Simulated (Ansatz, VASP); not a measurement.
# Hf: VASP beside Ansatz

```
Hf
1.0
    -1.91330    1.80500    1.80500
     1.91330   -1.80500    1.80500
     1.91330    1.80500   -1.80500
Hf
1
Cartesian
  0.0000 0.0000 0.0000
```

Change from the starting cell: strain +0.0600 x Voigt [1, 0, 0, 0, 0, 0], atoms carried along.

Alike in both runs: task single point; functional r2SCAN; k mesh 18 × 18 × 18; occupations gaussian, width 0.15 eV; no spin polarisation.

|  | VASP | Ansatz |
| --- | --- | --- |
| version | VASP 6.6.1 | Ansatz 0.2.0 |
| potentials or method | VASP PAW PBE potentials, release 64 (Hf_pv), cutoff 520 eV | scalar-relativistic, plane waves, PAW |
| valence electrons in the cell | 10 | 26 |

|  | VASP | Ansatz | Ansatz less VASP |
| --- | --- | --- | --- |
| gap on the k mesh at the Fermi level (eV) | none | none | - |
| pressure (GPa) | -10.2 | -9.7 | +0.49 |
| traceless stress, the component that is largest in VASP (GPa) | 2.46 | 2.39 | -0.071 |

VASP's potentials were made for PBE, not for r2SCAN. A gap of «none» marks a metal or a gap that the smearing closes. With one functional, cell and mesh, what is left measures potentials, basis and numerics. VASP's potentials hold 10 valence electrons a cell and Ansatz's 26, so a difference there can come from the potentials and not from the codes.

Neither program's run includes spin-orbit coupling.
